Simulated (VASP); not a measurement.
Wanted: the native input for a VASP 6.6.1 run.

```yaml
Task: single point
Functional: PBE
Potentials_or_basis: VASP PAW PBE potentials, release 64 (H)
Cutoff: 520 eV
k_mesh: 1 × 1 × 1
Occupations: fermi-dirac, width 0.02 eV
Spin: no spin polarisation
Dipole_correction: no
Further_INCAR_settings: LREAL = Auto; ALGO = Normal; EDIFF = 1e-07; NBANDS = 26
```

The structure of H lies in POSCAR:

```
H
1.0
    6.2144650000      0.0000000000      0.0000000000
    0.0000000000      6.2144650000      0.0000000000
    0.0000000000      0.0000000000      6.2144650000
H
20
Direct
    0.4940891935      0.5463543523      0.9826750975
    0.4708048078      0.4328288919      0.9315363430
    0.7703317985      0.0150616344      0.9967551511
    0.7034716585      0.0308473859      0.8930615910
    0.1446464016     -0.0816643106      0.3953518123
    0.2057618797     -0.1117393050      0.3052233780
    0.3420085237      0.1554437912      0.7189677631
    0.3808051055      0.0892273108      0.6259750437
    0.1617838382      0.4332955452      0.3332869362
    0.1325456013      0.3404798321      0.4009033762
    0.3705870095      0.8716760011     -0.0503019970
    0.3187885039      0.8323162171      0.0463756735
    0.7681594474      0.3525162665      0.2904835734
    0.8453985983      0.4101720743      0.2198902078
    0.9613055991      0.6322829077      0.7068186883
    1.0684427380      0.6452043740      0.7613205642
    0.7689318389      0.3201401891      0.6383815823
    0.7781361710      0.2632084982      0.7457279106
    0.4674095035      0.7328869018      0.5874359257
    0.3997126060      0.6955546455      0.5006384299
```

The input as run:

INCAR

```
SYSTEM = H
ALGO = Normal
EDIFF = 1E-7
ENCUT = 520
GGA = PE
ISIF = 2
ISMEAR = -1
LASPH = .True.
LCHARG = .False.
LREAL = Auto
LWAVE = .False.
NBANDS = 26
NELM = 100
PREC = Accurate
SIGMA = 0.02
```

KPOINTS

```
k-points
0
Gamma
  1 1 1
  0 0 0
```

Potentials or basis: VASP PAW PBE potentials, release 64 (H).

The run is started by

```bash
$ cat potpaw_PBE.64/H/POTCAR > POTCAR
$ mpirun -np 1 vasp_gam > vasp.out
```

It gave:

```yaml
Pressure: 1.6 GPa
Largest_force: 1.901 eV/Å
Band_gap_on_the_k_mesh: 8.54 eV
```

Caveat: the k points lie up to 1.01 Å⁻¹ apart.

Wall time 20 s on 1 thread of AMD EPYC 7R43 64-Core Processor (Zen 3), on a shared host, peak memory 0.24 GiB.
